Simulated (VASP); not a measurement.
Input of a VASP 6.6.1 run:

File INCAR:

```
PREC = Accurate ; ENCUT = 600
EDIFF = 1E-7 ; ISMEAR = -1
SIGMA = 0.05 ; LREAL = F
LASPH = T ; NELM = 120
ALGO = Normal ; ISIF = 8
LWAVE = F ; LCHARG = F
IBRION = 2 ; NSW = 80
EDIFFG = -0.01 ; GGA_COMPAT = F
NELMIN = 4
```

KPOINTS

```
regular mesh
0
Gamma
  10 10 10
```

File POSCAR:

```
CuAu
1.0
    1.4430600000      0.8331500000      4.2561700000
   -1.4430600000      0.8331500000      4.2561700000
    0.0000000000     -1.6663000000      4.2561700000
Cu Au
1 1
Direct
    0.5000000000      0.5000000000      0.5000000000
    0.0000000000      0.0000000000      0.0000000000
```

Potentials or basis: VASP PAW LDA potentials, release 64 (Cu, Au).

Command:

```sh
$ cat potpaw_LDA.64/Cu/POTCAR potpaw_LDA.64/Au/POTCAR > POTCAR
$ mpirun -np 1 vasp_std > vasp.out
```

Task: Estimate the relaxed cell.

Result: a = 4.447 Å, b = 4.447 Å, c = 4.447 Å, α = 36.81°, β = 36.81°, γ = 36.81°.

Task: Estimate the space group after relaxing (to 0.1 Å).

Result: R-3m (No. 166).

Task: Estimate the relaxed volume.

Result: 14.14 Å³/atom.

The path:
```csv
step,energy change (eV),largest force (eV/Å),pressure (GPa),volume (Å³)
1,0.0000,0.0000,-12.09,30.70
2,0.0475,0.0000,21.19,25.84
3,-0.0996,0.0000,-0.26,28.33
4,-0.0996,0.0000,0.00,28.28
```
